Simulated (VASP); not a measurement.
Here is a VASP 6.6.1 calculation.

Contents of INCAR:

```
SYSTEM = NbP
PREC     = Accurate       ! precision mode
ENCUT    = 520            ! plane-wave cutoff, eV
EDIFF    = 1E-6           ! SCF threshold, eV
ISMEAR   = 0              ! smearing method
SIGMA    = 0.1            ! smearing width, eV
LREAL    = .False.        ! projectors in reciprocal space
LASPH    = .True.         ! aspherical terms in the spheres
NELM     = 100            ! most SCF steps
ALGO     = Normal         ! electronic algorithm
ISIF     = 2              ! what is computed and relaxed
LWAVE    = .False.        ! write WAVECAR
LCHARG   = .False.        ! write CHGCAR
GGA      = PE             ! functional
NBANDS   = 26             ! bands
```

File KPOINTS:

```
Automatic mesh
0
Gamma
  18 18 18
  0 0 0
```

POSCAR

```
NbP
1.0
   -1.6735233654      1.6735233654      5.7139826247
    1.6735233654     -1.6735233654      5.7139826247
    1.6735233654      1.6735233654     -5.7139826247
Nb P
2 2
Direct
    0.7500346791      0.7500346791      0.0000000000
    0.5000346791      1.0000346791      0.5000000000
    0.3325938959      0.3325938959      0.0000000000
    0.0825938959      0.5825938959      0.5000000000
```

Potentials or basis: VASP PAW PBE potentials, release 64 (Nb_sv, P).

Run with:

```sh
$ cat potpaw_PBE.64/Nb_sv/POTCAR potpaw_PBE.64/P/POTCAR > POTCAR
$ mpirun -np 1 vasp_std > vasp.out
```

(1) Estimate the band gap on the k mesh.

(2) Estimate the pressure.

Answers

(1) zero (band 18 reaches 10.74 eV, above the bottom of band 19 at 10.60 eV).

(2) -0.4 GPa.
